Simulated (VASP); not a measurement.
## Eu: single point with PBE

The system is Eu.

```
Eu
1.0
     0.00000    2.52294    2.52294
     2.52294    0.00000    2.52294
     2.52294    2.52294    0.00000
Eu
1
Direct
  0.00000 0.00000 0.00000
```

This isn't the form of Eu at room conditions, which is bcc.

```json
{"Program": "VASP 6.6.1", "Task": "single point", "Functional": "PBE", "Potentials or basis": "VASP PAW PBE potentials, release 64 (Eu)", "Cutoff": "520 eV", "k mesh": "9 × 9 × 9", "Occupations": "fermi-dirac, width 0.08 eV", "Spin": "collinear spin, ferromagnetic start", "Starting moments": "[7.0] μB", "Dipole correction": "no", "Further INCAR settings": "ALGO = Normal; EDIFF = 1e-07; NBANDS = 18"}
```

| Property | Result |
| --- | --- |
| Pressure | 5.8 GPa |
| Net moment | 7.46 μB per cell |
| Site moments | Eu +6.72 μB |
| Valence electrons inside the program's atomic spheres | Eu 14.81 |

Levels at points of the mesh, in eV from the Fermi level:
Spin up:
| k point | band 9 | band 10 | band 11 | band 12 | band 13 | band 14 | band 15 | band 16 |
| --- | --- | --- | --- | --- | --- | --- | --- | --- |
| (0.00, 0.00, 0.00) | -0.56 | -0.36 | -0.36 | -0.36 | 1.91 | 1.91 | 1.91 | 4.51 |
Spin down:
```tsv
k point	band 2	band 3	band 4	band 5	band 6	band 7	band 8	band 9
(0.00, 0.00, 0.00)	-17.35	-17.35	-17.35	-3.57	3.22	3.22	3.22	3.58
```

Run time: 41 s on 1 thread of Intel(R) Xeon(R) Platinum 8559C (Emerald Rapids), on a shared host, peak memory 0.2 GiB.

Caveat: the cell stands under pressure; spin-orbit coupling is left out, which moves the levels of the heavy elements; semilocal functionals describe open f shells poorly, which spoils levels, moments and volumes. The state reached can hang on the start; a lower one may exist.
